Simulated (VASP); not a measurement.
Wanted: the native input for a VASP 6.6.1 run.

```
Task                   : single point
Functional             : PBE
Potentials or basis    : VASP PAW PBE potentials, release 64 (Mg, Cd, Te)
Cutoff                 : 520 eV
k mesh                 : 6 × 6 × 2
Occupations            : gaussian, width 0.02 eV
Spin                   : no spin polarisation
Dipole correction      : no
Further INCAR settings : ALGO = Normal; EDIFF = 1e-07; NBANDS = 41
```

The structure of MgCd3Te4 lies in POSCAR:

```
MgCd3Te4
1.0
    4.6695673076      0.0000000000      0.0000000000
    0.0000000000      4.6695673076      0.0000000000
    0.0000000000      0.0000000000     13.1342200676
Mg Cd Te
1 3 4
Direct
    0.0000000000      0.0000000000      0.0000000000
    0.5000000000      0.5000000000      0.2475152446
    0.0000000000      0.0000000000      0.5000000000
    0.5000000000      0.5000000000      0.7524847554
    0.5000000000      0.0000000000      0.1207170131
    0.0000000000      0.5000000000      0.3737790566
    0.5000000000      0.0000000000      0.6262209434
    0.0000000000      0.5000000000      0.8792829869
```

One way to write it, as run:

INCAR

```
ALGO = Normal
EDIFF = 1E-7
ENCUT = 520
GGA = PE
ISIF = 2
ISMEAR = 0
LASPH = T
LCHARG = F
LREAL = F
LWAVE = F
NBANDS = 41
NELM = 60
PREC = Accurate
SIGMA = 0.02
```

KPOINTS

```
k-points
0
Gamma
  6 6 2
```

Potentials or basis: VASP PAW PBE potentials, release 64 (Mg, Cd, Te).

Run with:

```console
$ cat potpaw_PBE.64/Mg/POTCAR potpaw_PBE.64/Cd/POTCAR potpaw_PBE.64/Te/POTCAR > POTCAR
$ mpirun -np 1 vasp_std > vasp.out
```

Results of the run:

```yaml
Pressure: 0.1 GPa
Largest_force: 0.017 eV/Å
Band_gap_on_the_k_mesh: 0.96 eV
```

Caveat: spin-orbit coupling is left out, which moves the levels of the heavy elements.

It took 3.3 min on 1 thread of Intel(R) Xeon(R) Platinum 8488C (Sapphire Rapids), with other jobs on the host, peak memory 0.48 GiB.
